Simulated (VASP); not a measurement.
# Te2Mo in VASP: a series of runs, part 2 of 2

VASP 6.6.1. The steps go on from the part before.

## (4) Single point, LDA

This run uses another cell than the first one.

INCAR reads:

```
PREC     = Accurate       # precision mode
ENCUT    = 520            # plane-wave cutoff, eV
EDIFF    = 1E-7           # SCF threshold, eV
ISMEAR   = -1             # smearing method
SIGMA    = 0.05           # smearing width, eV
LREAL    = F              # projectors in reciprocal space
LASPH    = T              # aspherical terms in the spheres
NELM     = 60             # most SCF steps
ALGO     = Normal         # electronic algorithm
ISIF     = 2              # what is computed and relaxed
LWAVE    = F              # write WAVECAR
LCHARG   = F              # write CHGCAR
NBANDS   = 35             # bands
```

KPOINTS reads:

```
regular mesh
0
Gamma
  4 8 1
```

POSCAR reads:

```
Te2Mo
1.0
    6.3189123666      0.0000000000      0.0000000000
    0.0000000000      3.4570439464      0.0000000000
   -0.0851657613      0.0000000000     35.9330919416
Te Mo
4 2
Direct
    0.4292511000      0.7500000000      0.5407035800
    0.5707489000      0.2500000000      0.4592964200
    0.9208478700      0.2500000000      0.5565273200
    0.0791521300      0.7500000000      0.4434726800
    0.1813475600      0.2500000000      0.4974653700
    0.8186524400      0.7500000000      0.5025346300
```

Potentials or basis: VASP PAW LDA potentials, release 64 (Te, Mo_sv).

On the command line:

```sh
$ cat potpaw_LDA.64/Te/POTCAR potpaw_LDA.64/Mo_sv/POTCAR > POTCAR
$ mpirun -np 1 vasp_std > vasp.out
```

OUTCAR:

```text
PREC = Accurate
   ENCUT = 520
   EDIFF = 1E-7
   ISMEAR = -1
   LREAL = F
   LASPH = T
   NELM = 60
   ISIF = 2

 ion  position               nearest neighbor table
   1  0.429  0.750  0.541-   5 2.80   5 2.80   6 2.82   2 3.52   2 3.52   3 3.60   3 3.60
   2  0.571  0.250  0.459-   6 2.80   6 2.80   5 2.82   1 3.52   1 3.52   4 3.60   4 3.60
   3  0.921  0.250  0.557-   6 2.68   6 2.68   5 2.69   1 3.60   1 3.60
   4  0.079  0.750  0.443-   5 2.68   5 2.68   6 2.69   2 3.60   2 3.60
   5  0.181  0.250  0.497-   4 2.68   4 2.68   3 2.69   1 2.80   1 2.80   2 2.82   6 2.88   6 2.88

   6  0.819  0.750  0.503-   3 2.68   3 2.68   4 2.69   2 2.80   2 2.80   1 2.82   5 2.88   5 2.88

  LATTYP: Found a simple monoclinic cell.
 ALAT       =     6.3189123666
 B/A-ratio  =     0.5470947761
 C/A-ratio  =     5.6866104138
 COS(beta)  =    -0.0023701139

  Lattice vectors:

 A1 = (   6.3189123666,   0.0000000000,   0.0000000000)
 A2 = (   0.0000000000,   3.4570439464,   0.0000000000)
 A3 = (  -0.0851657613,   0.0000000000,  35.9330919416)

Analysis of symmetry for initial positions (statically):
=====================================================================
 Subroutine PRICEL returns:
 Original cell was already a primitive cell.

 Routine SETGRP: Setting up the symmetry group for a
 simple monoclinic supercell.

 Subroutine GETGRP returns: Found  4 space group operations
 (whereof  2 operations were pure point group operations)
 out of a pool of  4 trial point group operations.

The static configuration has the point symmetry S_2 .
 The point group associated with its full space group is C_2h.

Analysis of symmetry for dynamics (positions and initial velocities):
=====================================================================
 Subroutine PRICEL returns:
 Original cell was already a primitive cell.

 Routine SETGRP: Setting up the symmetry group for a
 simple monoclinic supercell.
[... 124 lines left out ...]
     AMIX_MAG =   1.60;   BMIX_MAG =  1.00
  volume/ion in A,a.u.               =     130.82       882.85
  Fermi-wavevector in a.u.,A,eV,Ry     =   0.662413  1.251779  5.970109  0.438791
  Thomas-Fermi vector in A             =   1.735474
   LORBIT       =      0    0 simple, 1 ext, 2 COOP (PROOUT), +10 PAW based schemes
   GGA     = CA    functional components
   LHFCALC =     F    Hartree Fock is set to
   AEXX    =    0.0000 exact exchange contribution
   IVDW    =     0    specifies the selected vdW correction
   LEPSILON=     F    determine dielectric tensor
   LRPA    =     F    only Hartree local field effects (RPA)
 non-spin polarized calculation
  energy-cutoff  :      520.00
  volume of cell :      784.95
 maximum number of plane-waves:     21257
 NGX is ok and might be reduce to    48
   NGX = 23   NGY = 13   NGZ =133

 number of electron      51.9999996 magnetization

 Free energy of the ion-electron system (eV)
  ---------------------------------------------------
  ext. energy  EPLUGINS =         0.00000000
  ---------------------------------------------------
  free energy    TOTEN  =       -40.79821478 eV

  energy without entropy =      -40.78926440  energy(sigma->0) =      -40.79373959

 E-fermi :  -2.3993     XC(G=0):  -2.3701

 val. band max:       -2.5416011827   @ k =   0.0000   0.1250   0.0000
 cond. band min:      -2.3931779889   @ k =   0.0000   0.1250   0.0000
 fundamental gap:      0.1484231938
 Fermi energy:        -2.3993314894

 k-point     1 :       0.0000    0.0000    0.0000
  band No.  band energies     occupation
      1     -63.0240      2.00000
      2     -62.9596      2.00000
      3     -37.4754      2.00000
      4     -37.4140      2.00000
      5     -37.3606      2.00000
      6     -37.2375      2.00000
[... 559 lines left out ...]
     34       1.1443      0.00000
     35       2.1705      0.00000

------------------------ aborting loop because EDIFF is reached ----------------------------------------

  FORCE on cell =-STRESS in cart. coord.  units (eV):
  Direction    XX          YY          ZZ          XY          YZ          ZX
  --------------------------------------------------------------------------------------
  -------------------------------------------------------------------------------------
  Total       -2.7935035     -3.3669229     -0.9997552      0.0000000      0.0000000      0.0400059
  in kB       -5.7018787     -6.8722973     -2.0406214      0.0000000      0.0000000      0.0816569
  external PRESSURE =      -4.8715991 kB  Pullay stress =       0.0000000 kB

 VOLUME and BASIS-vectors are now :
 -----------------------------------------------------------------------------
  energy-cutoff  :      520.00
  volume of cell :      784.95
      direct lattice vectors                 reciprocal lattice vectors
     6.318912367  0.000000000  0.000000000     0.158255083  0.000000000  0.000375084
     0.000000000  3.457043946  0.000000000     0.000000000  0.289264474  0.000000000
    -0.085165761  0.000000000 35.933091942     0.000000000  0.000000000  0.027829500

 POSITION                                       TOTAL-FORCE (eV/Angst)
 -----------------------------------------------------------------------------------
      2.66635      2.59278     19.42915         0.032925      0.000000     -0.187304
      3.56740      0.86426     16.50394        -0.032925     -0.000000      0.187304
      5.77136      0.86426     19.99775        -0.012525      0.000000     -0.103978
      0.46239      2.59278     15.93534         0.012525      0.000000      0.103978
      1.10355      0.86426     17.87547         0.034004      0.000000      0.012089
      5.13019      2.59278     18.05762        -0.034004      0.000000     -0.012089
 -----------------------------------------------------------------------------------
    total drift:                                0.000000     -0.000000     -0.000000

  FREE ENERGIE OF THE ION-ELECTRON SYSTEM (eV)
  ---------------------------------------------------
  free  energy   TOTEN  =       -40.7982147756 eV

  energy  without entropy=      -40.7892643981  energy(sigma->0) =      -40.79373959
```

OSZICAR:

```text
N       E                     dE             d eps       ncg     rms          rms(c)
DAV:   1     0.430577529325E+03    0.43058E+03   -0.21503E+04  1322   0.105E+03
DAV:   2    -0.510276023833E-01   -0.43063E+03   -0.41941E+03  1488   0.238E+02
DAV:   3    -0.409216641216E+02   -0.40871E+02   -0.40361E+02  1353   0.711E+01
[... 20 lines left out ...]
DAV:  24    -0.407982125184E+02   -0.19476E-05   -0.83356E-09   827   0.625E-04    0.782E-04
DAV:  25    -0.407982138647E+02   -0.13462E-05   -0.81411E-09   777   0.459E-04    0.283E-04
DAV:  26    -0.407982144755E+02   -0.61084E-06    0.71268E-10   752   0.188E-04    0.137E-04
DAV:  27    -0.407982147057E+02   -0.23021E-06    0.64755E-09   680   0.156E-04    0.137E-04
DAV:  28    -0.407982147756E+02   -0.69934E-07    0.84312E-09   660   0.720E-05
   1 F= -.40798215E+02 E0= -.40793740E+02  d E =-.895038E-02
```

stdout:

```text
POSCAR found type information on POSCAR TeMo
 POSCAR found :  2 types and       6 ions
 scaLAPACK will be used
 LDA part: xc-table for (Slater(with rela. corr.)+CA(PZ))
 , standard interpolation
 POSCAR, INCAR and KPOINTS ok, starting setup
 FFT: planning ... GRIDC
 FFT: planning ... GRID_SOFT
 FFT: planning ... GRID
 WAVECAR not read
 entering main loop
```

It took 14 min on 1 thread of Intel Xeon Platinum 8488C (Sapphire Rapids), shared host; peak memory 0.76 GiB.

Results:

* Free energy: -40.7982 eV
* Largest force: 0.190 eV/Å
* Band gap on the k mesh: zero (bands 26 and 27 overlap by 0.20 eV)

Forces in eV/Å, atoms in the order of the input:
```
Te   0.033  0.000 -0.187
Te  -0.033  0.000  0.187
Te  -0.013  0.000 -0.104
Te   0.013  0.000  0.104
Mo   0.034  0.000  0.012
Mo  -0.034  0.000 -0.012
```

Caveat: there is no dipole correction, which matters where the two faces differ; spin-orbit coupling is left out, which moves the levels of the heavy elements.

## (5) The runs side by side

| cell | gap on the mesh (eV) | largest force (eV/Å) |
| --- | --- | --- |
| a = 6.232, b = 3.409, c = 35.437 Å, angles 90.0, 90.1, 90.0°, 6 atoms | none | 0.64 |
| a = 6.276, b = 3.433, c = 35.687 Å, angles 90.0, 90.1, 90.0°, 6 atoms | none | 0.25 |
| a = 6.319, b = 3.457, c = 35.933 Å, angles 90.0, 90.1, 90.0°, 6 atoms | none | 0.19 |

Alike in all rows: task single point; level LDA; potentials or basis VASP PAW LDA potentials, release 64 (Te, Mo_sv); no spin polarisation; k mesh 4 × 8 × 1; cutoff (eV) 520; smearing fermi-dirac 0.05 eV.

Caveats: there is no dipole correction, which matters where the two faces differ; spin-orbit coupling is left out, which moves the levels of the heavy elements.

Absolute energies hang on the potentials; compare differences alone.

The gap in the log of VASP goes by the Fermi energy; the results here count the filled bands.